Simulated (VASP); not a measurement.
Here is a VASP 6.6.1 calculation.

POSCAR

```
BiTe
1.0
    2.4251720218      1.4001737196      3.4443984267
   -2.4251720218      1.4001737196      3.4443984267
    0.0000000000     -2.8003474392      3.4443984267
Bi Te
1 1
Direct
    0.5000000000      0.5000000000      0.5000000000
    0.0000000000      0.0000000000      0.0000000000
```

Contents of INCAR.step1:

```
SYSTEM = BiTe
PREC = Accurate ; ENCUT = 520
EDIFF = 1E-5 ; ISMEAR = -1
SIGMA = 0.05 ; LREAL = .FALSE.
LASPH = .TRUE. ; NELM = 60
ALGO = Normal ; ISIF = 2
LWAVE = .TRUE. ; LCHARG = .FALSE.
GGA = PE ; NBANDS = 18
```

INCAR.step2

```
SYSTEM = BiTe
PREC = Accurate ; ENCUT = 520
EDIFF = 1E-6 ; ISMEAR = -1
SIGMA = 0.05 ; LREAL = .FALSE.
LASPH = .TRUE. ; NELM = 60
ALGO = Normal ; ISIF = 2
LWAVE = .FALSE. ; LCHARG = .FALSE.
GGA = B3 ; LHFCALC = .TRUE.
AEXX = 0.2 ; AGGAX = 0.72
AGGAC = 0.81 ; ALDAC = 0.19
PRECFOCK = Normal ; ISTART = 1
NBANDS = 18
```

Contents of KPOINTS:

```
regular mesh
0
G
  4 4 4
  0 0 0
```

Potentials or basis: VASP PAW PBE potentials, release 64 (Bi_d, Te).

Run with:

```console
$ cat potpaw_PBE.64/Bi_d/POTCAR potpaw_PBE.64/Te/POTCAR > POTCAR
$ cp INCAR.step1 INCAR
$ mpirun -np 1 vasp_std > vasp.out
$ cp INCAR.step2 INCAR
$ mpirun -np 1 vasp_std > vasp.out
```

Problem. Predict the pressure.

Solution. -0.1 GPa.

Caveat: the k points lie up to 0.40 Å⁻¹ apart; the PAW data sets were made with another functional, which shifts forces and pressure a little.
